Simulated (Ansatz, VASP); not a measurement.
## Two plane-wave programs on MnO2

```xyz
3
Lattice="2.7983 0.0000 0.0000 -1.3991 2.4234 0.0000 0.0000 0.0000 4.5074" Properties=species:S:1:pos:R:3 pbc="T T T"
Mn    0.0000    0.0000    2.2537
O     1.3991    0.8078    1.3239
O     0.0000    1.6156    3.1836
```

Change from the starting cell: volume scaled by 0.94, no spin polarisation, PAW files.

Alike in both runs: task single point; functional LDA; k mesh 11 × 11 × 6; occupations fermi-dirac, width 0.03 eV; no spin polarisation.

|  | VASP | Ansatz |
| --- | --- | --- |
| version | VASP 6.6.1 | Ansatz 0.2.0 |
| potentials or method | VASP PAW LDA potentials, release 64 (Mn_sv, O) | PAW with Ansatz's default frozen-core files, scalar-relativistic |
| plane-wave cutoff (eV) | 700 | 420 |
| valence electrons in the cell | 27 | 27 |

```tsv
	VASP	Ansatz	Ansatz less VASP
pressure (GPa)	-6.4	-6.6	-0.27
traceless stress, the component that is largest in VASP (GPa)	4.66	5.15	+0.498
rms of the force components (eV/Å)	0.012	0.004	-0.0081
```

LDA's correlation is that of Perdew and Zunger in VASP and of Perdew and Wang (1992) in Ansatz. Atom by atom the forces differ by 0.016 eV/Å (rms over components).
